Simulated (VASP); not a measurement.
# Mo (Cmmm) in VASP: a series of runs

Mo is run at these levels: PBEsol; tasks: single point.

Everything below comes from runs of VASP 6.6.1. Logs are shortened: lines on timing, memory, paths and dates and some standing lists are left out, and cuts for length are marked.

### Step 1. The cell of the first run

Symmetry: Cmmm, No. 65, orthorhombic system. The conventional cell has a = 2.736 Å, b = 4.264 Å, c = 2.555 Å, α = 90.00°, β = 90.00°, γ = 90.00°. Within 3.3 Å of Mo (site symmetry mmm) lie 8 Mo at 2.53 to 2.74 Å.

### Step 2. Single point, PBEsol (strain -0.1000 x Voigt [0, 1, 0, 0, 0, 0])

Contents of INCAR:

```
SYSTEM = Mo
PREC = Accurate ; ENCUT = 520
EDIFF = 1E-7 ; ISMEAR = 0
SIGMA = 0.15 ; LREAL = .FALSE.
LASPH = .TRUE. ; NELM = 100
ALGO = Fast ; ISIF = 2
LWAVE = .FALSE. ; LCHARG = .FALSE.
GGA = PS ; NBANDS = 13
```

Contents of KPOINTS:

```
Automatic mesh
0
G
  18 18 18
  0 0 0
```

Contents of POSCAR:

```
Mo
1.0
    2.7355103972      0.0000000000      0.0000000000
   -1.3677551986      2.1321193467      0.0000000000
    0.0000000000      0.0000000000      2.5551807000
Mo
1
Direct
    0.0000000000      0.0000000000      0.5000000000
```

Potentials or basis: VASP PAW PBE potentials, release 64 (Mo_sv).

The run is started by

```sh
cat potpaw_PBE.64/Mo_sv/POTCAR > POTCAR
mpirun -np 1 vasp_std > vasp.out
```

OUTCAR:

```text
SYSTEM = Mo
   PREC = Accurate
   ENCUT = 520
   EDIFF = 1E-7
   ISMEAR = 0
   LREAL = .FALSE.
   LASPH = .TRUE.
   NELM = 100
   ISIF = 2
   GGA = PS

 ion  position               nearest neighbor table
   1  0.000  0.000  0.500-

  Warning from LATTYP: Monoclinic adjustment (A1->A3, A2->A1, A3->A2)!
  LATTYP: Found a base centered orthorhombic cell.
 ALAT       =     2.7355103972
 B/A-ratio  =     1.5588457268
 C/A-ratio  =     0.9340782264

  Lattice vectors:

 A1 = (   1.3677551986,  -2.1321193467,   0.0000000000)
 A2 = (   1.3677551986,   2.1321193467,   0.0000000000)
 A3 = (   0.0000000000,   0.0000000000,   2.5551807000)

Analysis of symmetry for initial positions (statically):
=====================================================================
 Subroutine PRICEL returns:
 Original cell was already a primitive cell.

 Routine SETGRP: Setting up the symmetry group for a
 base centered orthorhombic supercell.

 Subroutine GETGRP returns: Found  8 space group operations
 (whereof  8 operations were pure point group operations)
 out of a pool of  8 trial point group operations.

The static configuration has the point symmetry D_2h.

Analysis of symmetry for dynamics (positions and initial velocities):
=====================================================================
 Subroutine PRICEL returns:
 Original cell was already a primitive cell.

 Routine SETGRP: Setting up the symmetry group for a
 base centered orthorhombic supercell.

 Subroutine GETGRP returns: Found  8 space group operations
 (whereof  8 operations were pure point group operations)
 out of a pool of  8 trial point group operations.

The dynamic configuration has the point symmetry D_2h.

 Subroutine INISYM returns: Found  8 space group operations
 (whereof  8 operations are pure point group operations),
 and found     1 'primitive' translations

----------------------------------------------------------------------------------------

                                     Primitive cell

  volume of cell :      14.9029

  direct lattice vectors                    reciprocal lattice vectors
     2.735510397  0.000000000  0.000000000     0.365562493  0.234508448  0.000000000
    -1.367755199  2.132119347  0.000000000     0.000000000  0.469016897  0.000000000
     0.000000000  0.000000000  2.555180700     0.000000000  0.000000000  0.391361754

  length of vectors
     2.735510397  2.533118077  2.555180700     0.434315725  0.469016897  0.391361754

  position of ions in fractional coordinates (direct lattice)
     0.000000000  0.000000000  0.500000000

  ion indices of the primitive-cell ions
   primitive index   ion index
                 1           1
[... 84 lines left out ...]
   NUPDOWN=      -1.0000    fix difference up-down
   EMIN   =  10.00;   EMAX   =-10.00  energy-range for DOS
   EFERMI =   0.00;   METHOD = LEGACY
   ISMEAR =     0;   SIGMA  =   0.15  broadening in eV -4-tet -1-fermi 0-gaus
   EFERMI_NEDOS =   21; number of points for ismear=-14 and -15
   IALGO  =     68    algorithm
   IMIX   =      4    mixing-type and parameters
     AMIX     =   0.40;   BMIX     =  1.00
     AMIX_MAG =   1.60;   BMIX_MAG =  1.00
  volume/ion in A,a.u.               =      14.90       100.57
  Fermi-wavevector in a.u.,A,eV,Ry     =   1.603345  3.029883 34.976708  2.570716
  Thomas-Fermi vector in A             =   2.700023
   LORBIT       =      0    0 simple, 1 ext, 2 COOP (PROOUT), +10 PAW based schemes
   GGA     = PS    functional components
   LHFCALC =     F    Hartree Fock is set to
   AEXX    =    0.0000 exact exchange contribution
   IVDW    =     0    specifies the selected vdW correction
   LEPSILON=     F    determine dielectric tensor
   LRPA    =     F    only Hartree local field effects (RPA)
 non-spin polarized calculation
 RMM-DIIS sequential band-by-band and
 Gauss-broadening in eV      SIGMA  =   0.15
  energy-cutoff  :      520.00
  volume of cell :       14.90
 maximum number of plane-waves:       418
   NGX = 11   NGY =  9   NGZ =  9

 number of electron      13.9999999 magnetization

 Free energy of the ion-electron system (eV)
  ---------------------------------------------------
  ext. energy  EPLUGINS =         0.00000000
  ---------------------------------------------------
  free energy    TOTEN  =       -10.70548773 eV

  energy without entropy =      -10.69622384  energy(sigma->0) =      -10.70085579

 E-fermi :  13.3313     XC(G=0): -13.6961

 val. band max:       13.3306070943   @ k =   0.1111   0.0556   0.0000
 cond. band min:      13.3348256345   @ k =   0.1111   0.1667   0.4444
 fundamental gap:      0.0042185401
 Fermi energy:        13.3313474506

 k-point     1 :       0.0000    0.0000    0.0000
  band No.  band energies     occupation
      1     -47.9217      2.00000
      2     -21.0703      2.00000
      3     -20.9259      2.00000
      4     -20.6559      2.00000
      5       5.9866      2.00000
      6       8.2479      2.00000
      7      10.7320      2.00000
      8      13.4975      0.11721
      9      17.5253      0.00000
     10      17.9576      0.00000
     11      26.6324      0.00000
     12      28.4209      0.00000
     13      34.6063      0.00000
[... 354 lines left out ...]
  band No.  band energies     occupation
      1     -47.7396      2.00000
      2     -21.8987      2.00000
      3     -20.9800      2.00000
      4     -20.9460      2.00000
      5       7.8674      2.00000
      6       9.0048      2.00000
      7      10.9997      2.00000
      8      15.2009      0.00000
      9      15.3121      0.00000
     10      17.3285      0.00000
     11      27.5768      0.00000
     12      30.7006      0.00000
     13      32.7758      0.00000

 [... further k-points ...]

------------------------ aborting loop because EDIFF is reached ----------------------------------------

  FORCE on cell =-STRESS in cart. coord.  units (eV):
  Direction    XX          YY          ZZ          XY          YZ          ZX
  --------------------------------------------------------------------------------------
  -------------------------------------------------------------------------------------
  Total        3.7807991      3.4323124      0.3802095      0.0000000      0.0000000      0.0000000
  in kB      406.4645582    368.9995943     40.8754031      0.0000000      0.0000000      0.0000000
  external PRESSURE =     272.1131852 kB  Pullay stress =       0.0000000 kB

 VOLUME and BASIS-vectors are now :
 -----------------------------------------------------------------------------
  energy-cutoff  :      520.00
  volume of cell :       14.90
      direct lattice vectors                 reciprocal lattice vectors
     2.735510397  0.000000000  0.000000000     0.365562493  0.234508448  0.000000000
    -1.367755199  2.132119347  0.000000000     0.000000000  0.469016897  0.000000000
     0.000000000  0.000000000  2.555180700     0.000000000  0.000000000  0.391361754

 POSITION                                       TOTAL-FORCE (eV/Angst)
 -----------------------------------------------------------------------------------
      0.00000      0.00000      1.27759         0.000000      0.000000      0.000000
 -----------------------------------------------------------------------------------
    total drift:                                0.000000      0.000000     -0.000000

  FREE ENERGIE OF THE ION-ELECTRON SYSTEM (eV)
  ---------------------------------------------------
  free  energy   TOTEN  =       -10.7054877301 eV

  energy  without entropy=      -10.6962238442  energy(sigma->0) =      -10.70085579
```

Run time: 2.3 min. Hardware: 1 thread of Intel Xeon 8259CL, shared host; peak memory 0.27 GiB.

Results:

```
Free energy            : -10.7055 eV
Pressure               : 27.2 GPa
Band gap on the k mesh : zero (bands 7 and 8 overlap by 2.24 eV)
```

Caveat: the cell differs from its parent crystal (strain -0.1000 x Voigt [0, 1, 0, 0, 0, 0]); the stress differs along the axes, from 4 to 41 GPa; the PAW data sets were made with another functional, which shifts forces and pressure a little.

### Step 3. Single point, PBEsol (strain -0.0750 x Voigt [0, 1, 0, 0, 0, 0])

Contents of INCAR:

```
SYSTEM = Mo
PREC     = Accurate       ! precision mode
ENCUT    = 520            ! plane-wave cutoff, eV
EDIFF    = 1E-6           ! SCF threshold, eV
ISMEAR   = 0              ! smearing method
SIGMA    = 0.15           ! smearing width, eV
LREAL    = .False.        ! projectors in reciprocal space
LASPH    = .True.         ! aspherical terms in the spheres
NELM     = 60             ! most SCF steps
ALGO     = Fast           ! electronic algorithm
ISIF     = 2              ! what is computed and relaxed
LWAVE    = .False.        ! write WAVECAR
LCHARG   = .False.        ! write CHGCAR
GGA      = PS             ! functional
NBANDS   = 13             ! bands
```

Contents of KPOINTS:

```
Automatic mesh
0
Gamma
  18 18 18
  0 0 0
```

Contents of POSCAR:

```
Mo
1.0
    2.7355103972      0.0000000000      0.0000000000
   -1.3677551986      2.1913448841      0.0000000000
    0.0000000000      0.0000000000      2.5551807000
Mo
1
Direct
    0.0000000000      0.0000000000      0.5000000000
```

Potentials or basis: VASP PAW PBE potentials, release 64 (Mo_sv).

The run is started by

```sh
cat potpaw_PBE.64/Mo_sv/POTCAR > POTCAR
mpirun -np 1 vasp_std > vasp.out
```

OUTCAR:

```text
SYSTEM = Mo
   PREC = Accurate
   ENCUT = 520
   EDIFF = 1E-6
   ISMEAR = 0
   LREAL = .False.
   LASPH = .True.
   NELM = 60
   ISIF = 2
   GGA = PS

 ion  position               nearest neighbor table
   1  0.000  0.000  0.500-

  Warning from LATTYP: Monoclinic adjustment (A1->A3, A2->A1, A3->A2)!
  LATTYP: Found a base centered orthorhombic cell.
 ALAT       =     2.7355103972
 B/A-ratio  =     1.6021469970
 C/A-ratio  =     0.9340782264

  Lattice vectors:

 A1 = (   1.3677551986,  -2.1913448841,   0.0000000000)
[... 567 lines left out ...]
 [... further k-points ...]

------------------------ aborting loop because EDIFF is reached ----------------------------------------

  FORCE on cell =-STRESS in cart. coord.  units (eV):
  Direction    XX          YY          ZZ          XY          YZ          ZX
  --------------------------------------------------------------------------------------
  -------------------------------------------------------------------------------------
  Total        2.7125503      2.3918167     -0.0319180      0.0000000      0.0000000      0.0000000
  in kB      283.7381026    250.1887403     -3.3386861      0.0000000      0.0000000      0.0000000
  external PRESSURE =     176.8627189 kB  Pullay stress =       0.0000000 kB

 VOLUME and BASIS-vectors are now :
 -----------------------------------------------------------------------------
  energy-cutoff  :      520.00
  volume of cell :       15.32
      direct lattice vectors                 reciprocal lattice vectors
     2.735510397  0.000000000  0.000000000     0.365562493  0.228170382  0.000000000
    -1.367755199  2.191344884  0.000000000     0.000000000  0.456340765  0.000000000
     0.000000000  0.000000000  2.555180700     0.000000000  0.000000000  0.391361754

 POSITION                                       TOTAL-FORCE (eV/Angst)
 -----------------------------------------------------------------------------------
      0.00000      0.00000      1.27759         0.000000      0.000000      0.000000
 -----------------------------------------------------------------------------------
    total drift:                                0.000000      0.000000     -0.000000

  FREE ENERGIE OF THE ION-ELECTRON SYSTEM (eV)
  ---------------------------------------------------
  free  energy   TOTEN  =       -10.7852584823 eV

  energy  without entropy=      -10.7766138741  energy(sigma->0) =      -10.78093618
```

OSZICAR:

```text
N       E                     dE             d eps       ncg     rms          rms(c)
DAV:   1     0.111528323369E+03    0.11153E+03   -0.91629E+03 23948   0.113E+03
DAV:   2    -0.986296345314E+01   -0.12139E+03   -0.11723E+03 26625   0.335E+02
DAV:   3    -0.112698934643E+02   -0.14069E+01   -0.14029E+01 27500   0.368E+01
DAV:   4    -0.112739362551E+02   -0.40428E-02   -0.40427E-02 26890   0.222E+00
DAV:   5    -0.112739673455E+02   -0.31090E-04   -0.31092E-04 27890   0.164E-01    0.171E+01
RMM:   6    -0.108520283391E+02    0.42194E+00   -0.46319E-01 23674   0.642E+00    0.617E+00
RMM:   7    -0.107886136548E+02    0.63415E-01   -0.15056E-01 24131   0.362E+00    0.696E-01
RMM:   8    -0.107853348177E+02    0.32788E-02   -0.92256E-03 26236   0.107E+00    0.138E-01
RMM:   9    -0.107852553881E+02    0.79430E-04   -0.89211E-04 27166   0.340E-01    0.443E-02
RMM:  10    -0.107852582189E+02   -0.28308E-05   -0.12948E-04 27405   0.137E-01    0.120E-02
RMM:  11    -0.107852582341E+02   -0.15257E-07   -0.23697E-05 27138   0.508E-02    0.503E-03
RMM:  12    -0.107852584823E+02   -0.24813E-06   -0.51385E-06 20699   0.226E-02
   1 F= -.10785258E+02 E0= -.10780936E+02  d E =-.864461E-02
```

stdout:

```text
POSCAR found type information on POSCAR Mo
 POSCAR found :  1 types and       1 ions
 scaLAPACK will be used
 -----------------------------------------------------------------------------
|                                                                             |
|                                                                             |
|     You enforced a specific xc type in the INCAR file but a different       |
|     I HOPE YOU KNOW WHAT YOU ARE DOING!                                     |
|                                                                             |
 -----------------------------------------------------------------------------

 LDA part: xc-table for (Slater+PW92), standard interpolation
 POSCAR, INCAR and KPOINTS ok, starting setup
 FFT: planning ... GRIDC
 FFT: planning ... GRID_SOFT
 FFT: planning ... GRID
 WAVECAR not read
 entering main loop
```

It took 2 min on 1 thread of Intel Xeon 8259CL, shared host; peak memory 0.27 GiB.

What came out:

```yaml
Free_energy: -10.7853 eV
Pressure: 17.7 GPa
Band_gap_on_the_k_mesh: zero (bands 7 and 8 overlap by 1.93 eV)
```

Caveat: the cell differs from its parent crystal (strain -0.0750 x Voigt [0, 1, 0, 0, 0, 0]); the stress differs along the axes, from -0 to 28 GPa; the PAW data sets were made with another functional, which shifts forces and pressure a little.
